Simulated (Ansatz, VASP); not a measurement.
Two plane-wave programs on AlGaN2

File INCAR:

```
SYSTEM = AlGaN2
ALGO = Normal ; EDIFF = 1E-6
ENCUT = 520 ; GGA = CA
ISIF = 2 ; ISMEAR = 0
LASPH = .TRUE. ; LCHARG = .FALSE.
LREAL = .FALSE. ; LWAVE = .FALSE.
NBANDS = 21 ; NELM = 60
PREC = Accurate ; SIGMA = 0.05
```

The input KPOINTS:

```
k-points
0
G
  8 8 6
  0 0 0
```

Contents of POSCAR:

```
AlGaN2
1.0
    3.0466507372      0.0000000000      0.0000000000
    0.0000000000      3.0466507372      0.0000000000
    0.0000000000      0.0000000000      4.4238379400
Al Ga N
1 1 2
Direct
    0.5000000000      0.5000000000      0.5000000000
    0.0000000000      0.0000000000      0.0000000000
    0.5000000000      0.0000000000      0.7382648100
    0.0000000000      0.5000000000      0.2617351900
```

Input for Ansatz:

```yaml
crystal:
  lattice:
    - [3.0466507372, 0.0, 0.0]
    - [0.0, 3.0466507372, 0.0]
    - [0.0, 0.0, 4.42383794]
  atoms:
    - { symbol: Al, position: [0.5, 0.5, 0.5] }
    - { symbol: Ga, position: [0.0, 0.0, 0.0] }
    - { symbol: "N", position: [0.5, 0.0, 0.73826481] }
    - { symbol: "N", position: [0.0, 0.5, 0.26173519] }
basis:
  ecutwfc: 420
kpoints:
  mp_grid: { grid: [8, 8, 6] }
hamiltonian:
  xc: lda
scf:
  occupations: { method: gaussian, width: 0.05 }
output:
  forces: true
  stress: true
  eigenvalues: true
```

Change from the starting cell: strain -0.030 along x and y, +0.000 along z, atoms carried along.

Alike in both runs: task single point; functional LDA; k mesh 8 × 8 × 6; occupations gaussian, width 0.05 eV; no spin polarisation.

|  | VASP | Ansatz |
| --- | --- | --- |
| version | VASP 6.6.1 | Ansatz 0.2.0 |
| potentials or method | VASP PAW LDA potentials, release 64 (Al, Ga_d, N), cutoff 520 eV | scalar-relativistic, plane waves, PAW |
| valence electrons in the cell | 26 | 26 |

```csv
,VASP,Ansatz,Ansatz less VASP
gap on the k mesh at the Fermi level (eV),3.14,3.16,+0.018
least direct gap on the mesh (eV),3.28,3.26,-0.011
pressure (GPa),8.9,7.9,-1.04
"traceless stress, the component that is largest in VASP (GPa)",-3.05,-3.09,-0.041
rms of the force components (eV/Å),0.098,0.109,+0.0115
```

LDA's correlation is that of Perdew and Zunger in VASP and of Perdew and Wang (1992) in Ansatz. Atom by atom the forces differ by 0.012 eV/Å (rms over components).
